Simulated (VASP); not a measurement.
Runs of VASP 6.6.1 on CdTe. It takes space group Pm-3m (No. 221, cubic). Conventional cell: a = 3.761 Å, b = 3.761 Å, c = 3.761 Å, α = 90.00°, β = 90.00°, γ = 90.00°. Cd (site symmetry m-3m) has 8 Te at 3.26 Å and 6 Cd at 3.76 Å within 4.3 Å. Te (site symmetry m-3m) has 8 Cd at 3.26 Å and 6 Te at 3.76 Å within 4.3 Å. 

| level | k mesh | grid for exact exchange (PRECFOCK) | share of exact exchange | screening parameter | gap on the mesh (eV) | pressure (GPa) |
| --- | --- | --- | --- | --- | --- | --- |
| PBE-based screened hybrid with 5 % exact exchange | 4 × 4 × 4 | Normal | 0.05 | 0.5 1/Å | none | (a) |
| PBE-based screened hybrid with 50 % exact exchange | 4 × 4 × 4 | Normal | 0.5 | 0.1 1/Å | none | -1.2 |
| HSE06 | 4 × 4 × 4 | Normal | 0.25 | 0.2079 1/Å | none | 1.0 |
| r2SCAN | 6 × 6 × 6 | - | - | - | none | 0.2 |

Alike in all rows: task single point; potentials or basis VASP PAW PBE potentials, release 64 (Cd, Te); no spin polarisation; cell as given; cutoff (eV) 520; smearing fermi-dirac 0.02 eV.

Estimate the missing entries.

(a) 1.6.

Caveats: some runs use coarse meshes; the PAW data sets were made with another functional, which shifts forces and pressure a little; spin-orbit coupling is left out, which moves the levels of the heavy elements.

A k mesh can miss the band edges, and the runs leave out spin-orbit coupling on Cd, Te.

A gap of «none» marks levels without a gap at the run's occupations.
